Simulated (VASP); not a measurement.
A run of VASP 6.6.1 is set up as follows.

File INCAR:

```
SYSTEM = MgI2
PREC = Accurate
ENCUT = 600
EDIFF = 1E-6
ISMEAR = 1
SIGMA = 0.44
LREAL = .False.
LASPH = .True.
NELM = 120
ALGO = Normal
ISIF = 2
LWAVE = .False.
LCHARG = .False.
GGA = PS
NBANDS = 15
GGA_COMPAT = .False.
```

File KPOINTS:

```
Automatic mesh
0
Gamma
  6 6 6
  0 0 0
```

POSCAR

```
MgI2
1.0
    2.0786779714      1.2001252863      6.8923459914
   -2.0786779714      1.2001252863      6.8923459914
    0.0000000000     -2.4002505727      6.8923459914
Mg I
1 2
Direct
    0.0000000000      0.0000000000      0.0000000000
    0.2526882644      0.2526882644      0.2526882644
    0.7473117356      0.7473117356      0.7473117356
```

Potentials or basis: VASP PAW PBE potentials, release 64 (Mg, I).

Command:

```bash
$ cat potpaw_PBE.64/Mg/POTCAR potpaw_PBE.64/I/POTCAR > POTCAR
$ mpirun -np 1 vasp_std > vasp.out
```

Task: Predict the band gap on the k mesh.

Result: 3.19 eV (least direct gap 3.58 eV).

Task: Estimate the pressure.

Result: -0.4 GPa.

Task: Estimate the largest force.

Result: 0.062 eV/Å.

Forces on the atoms (eV/Å):
```
Mg   0.000  0.000  0.000
I    0.000  0.000  0.062
I    0.000  0.000 -0.062
```

Caveat: the PAW data sets were made with another functional, which shifts forces and pressure a little; spin-orbit coupling is left out, which moves the levels of the heavy elements. A k mesh can miss the band edges.
